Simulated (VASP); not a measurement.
# Na4Hg (P-6m2) in VASP: notebook, part 2 of 2

VASP 6.6.1.

### Step 6. Single point, PBE

This run uses another cell than the first one, of 65.68 Å³/atom.

INCAR reads:

```
ALGO = Fast
EDIFF = 1E-6
ENCUT = 520
GGA = PE
ISIF = 2
ISMEAR = 0
LASPH = True
LCHARG = True
LELF = True
LREAL = False
LVHAR = True
LWAVE = False
NBANDS = 28
NELM = 60
PREC = Accurate
SIGMA = 0.1
```

KPOINTS reads:

```
k-points
0
Gamma
  6 6 12
```

POSCAR reads:

```
Na4Hg
1.0
   10.4676804740      0.0000000000      0.0000000000
   -5.2338402370      9.0652772092      0.0000000000
    0.0000000000      0.0000000000      3.4607084604
Na Hg
4 1
Direct
    0.5241724303      0.4758275697      0.5000000000
    0.5241724303      0.0483448606      0.5000000000
    0.9516551394      0.4758275697      0.5000000000
    0.3333333333      0.6666666667      0.5000000000
    0.6666666667      0.3333333333      0.0000000000
```

Potentials or basis: VASP PAW PBE potentials, release 64 (Na_pv, Hg).

The run is started by

```console
$ cat potpaw_PBE.64/Na_pv/POTCAR potpaw_PBE.64/Hg/POTCAR > POTCAR
$ mpirun -np 1 vasp_std > vasp.out
```

OUTCAR:

```text
EDIFF = 1E-6
   ENCUT = 520
   GGA = PE
   ISIF = 2
   ISMEAR = 0
   LASPH = True
   LREAL = False
   NELM = 60
   PREC = Accurate

 ion  position               nearest neighbor table
   1  0.524  0.476  0.500-   5 3.11   5 3.11
   2  0.524  0.048  0.500-   5 3.11   5 3.11
   3  0.952  0.476  0.500-   5 3.11   5 3.11
   4  0.333  0.667  0.500-
   5  0.667  0.333  0.000-   3 3.11   3 3.11   2 3.11   2 3.11   1 3.11   1 3.11

  LATTYP: Found a hexagonal cell.
 ALAT       =    10.4676804740
 C/A-ratio  =     0.3306089127

  Lattice vectors:

 A1 = (  10.4676804740,   0.0000000000,   0.0000000000)
 A2 = (  -5.2338402370,   9.0652772092,   0.0000000000)
 A3 = (   0.0000000000,   0.0000000000,   3.4607084604)

Analysis of symmetry for initial positions (statically):
=====================================================================
 Subroutine PRICEL returns:
 Original cell was already a primitive cell.

 Routine SETGRP: Setting up the symmetry group for a
 hexagonal supercell.

[... 168 lines left out ...]
  ext. energy  EPLUGINS =         0.00000000
  ---------------------------------------------------
  free energy    TOTEN  =        -4.74664454 eV

  energy without entropy =       -4.73002493  energy(sigma->0) =       -4.73833473

 E-fermi :  -0.9191     XC(G=0):  -4.7183

 val. band max:       -0.9231494527   @ k =   0.1667   0.1667   0.4167
 cond. band min:      -0.9159630841   @ k =   0.3333  -0.0000   0.4167
 fundamental gap:      0.0071863686
 Fermi energy:        -0.9190606864

 k-point     1 :       0.0000    0.0000    0.0000
  band No.  band energies     occupation
      1     -26.2291      2.00000
      2     -26.2291      2.00000
      3     -26.1945      2.00000
      4     -26.1110      2.00000
      5     -26.1110      2.00000
      6     -26.1104      2.00000
[... 733 lines left out ...]
     27       2.3093      0.00000
     28       2.9950      0.00000

 [... further k-points ...]
[... 5 lines left out ...]
  --------------------------------------------------------------------------------------
  -------------------------------------------------------------------------------------
  Total        0.0117871      0.0117871     -0.0084195     -0.0000000      0.0000000      0.0000000
  in kB        0.0575071      0.0575071     -0.0410769     -0.0000000      0.0000000      0.0000000
  external PRESSURE =       0.0246458 kB  Pullay stress =       0.0000000 kB

 VOLUME and BASIS-vectors are now :
 -----------------------------------------------------------------------------
  energy-cutoff  :      520.00
  volume of cell :      328.40
      direct lattice vectors                 reciprocal lattice vectors
    10.467680474  0.000000000  0.000000000     0.095532148  0.055155511  0.000000000
    -5.233840237  9.065277209  0.000000000     0.000000000  0.110311023  0.000000000
     0.000000000  0.000000000  3.460708460     0.000000000  0.000000000  0.288958175

 POSITION                                       TOTAL-FORCE (eV/Angst)
 -----------------------------------------------------------------------------------
      2.99646      4.31351      1.73035        -0.003427      0.001979      0.000000
      5.23384      0.43826      1.73035         0.000000     -0.003957     -0.000000
      7.47122      4.31351      1.73035         0.003427      0.001979      0.000000
     -0.00000      6.04352      1.73035         0.000000     -0.000000     -0.000000
      5.23384      3.02176      0.00000         0.000000      0.000000     -0.000000
 -----------------------------------------------------------------------------------
    total drift:                                0.000002     -0.000001     -0.000000

  FREE ENERGIE OF THE ION-ELECTRON SYSTEM (eV)
  ---------------------------------------------------
  free  energy   TOTEN  =        -4.7466445383 eV

  energy  without entropy=       -4.7300249266  energy(sigma->0) =       -4.73833473
```

stdout:

```text
POSCAR found type information on POSCAR NaHg
 POSCAR found :  2 types and       5 ions
 scaLAPACK will be used
 LDA part: xc-table for (Slater+PW92), standard interpolation
 POSCAR, INCAR and KPOINTS ok, starting setup
 FFT: planning ... GRIDC
 FFT: planning ... GRID_SOFT
 FFT: planning ... GRID
 WAVECAR not read
 entering main loop
```

It took 5.4 min on 1 thread of AMD EPYC 9R45 (Zen 5), shared host; peak memory 0.65 GiB.

What came out:

* Free energy: -4.7466 eV
* Pressure: 0.0 GPa
* Largest force: 0.004 eV/Å
* Band gap on the k mesh: zero (bands 20 and 21 overlap by 2.28 eV)

Forces in eV/Å, atoms in the order of the input:
```
Na  -0.003  0.002  0.000
Na   0.000 -0.004  0.000
Na   0.003  0.002  0.000
Na   0.000  0.000  0.000
Hg   0.000  0.000  0.000
```

Caveat: spin-orbit coupling is left out, which moves the levels of the heavy elements.

### Step 7. Summary

```tsv
task	cell	k mesh	cutoff (eV)	gap on the mesh (eV)	pressure (GPa)	largest force (eV/Å)
single point	a = 4.909, b = 4.909, c = 3.967 Å, angles 90.0, 90.0, 120.0°, 5 atoms, atomic positions A	6 × 6 × 4	520	none	76.6	6.51
single point	a = 8.780, b = 8.780, c = 5.208 Å, angles 90.0, 90.0, 120.0°, 5 atoms, atomic positions B	6 × 6 × 4	520	none	0.2	0.01
relaxation of cell and atoms	relaxed from a = 4.909, b = 4.909, c = 3.967 Å, angles 90.0, 90.0, 120.0°, 5 atoms, atomic positions A	6 × 6 × 4	600	none	0.0	0.04
single point	a = 10.365, b = 10.365, c = 3.460 Å, angles 90.0, 90.0, 120.0°, 5 atoms, atomic positions C	6 × 6 × 8	520	none	0.0	-
single point	a = 10.468, b = 10.468, c = 3.461 Å, angles 90.0, 90.0, 120.0°, 5 atoms, atomic positions D	6 × 6 × 12	520	none	0.0	-
```

Alike in all rows: level PBE; potentials or basis VASP PAW PBE potentials, release 64 (Na_pv, Hg); no spin polarisation; smearing gaussian 0.1 eV.

Caveats: some runs use coarse meshes; spin-orbit coupling is left out, which moves the levels of the heavy elements; atoms lie so close that the PAW spheres overlap strongly, which falsifies energies and pressures (at least some runs); forces of over 1 eV/Å act on the atoms, so gaps and moduli don't describe the material at rest (at least some runs); the volume moved by over 15 % at a fixed basis, so the end points are rough (at least some runs).

Total energies depend on the potentials used, so only differences within one code and one set of settings carry meaning.

The gap in the log of VASP goes by the Fermi energy; the results here count the filled bands.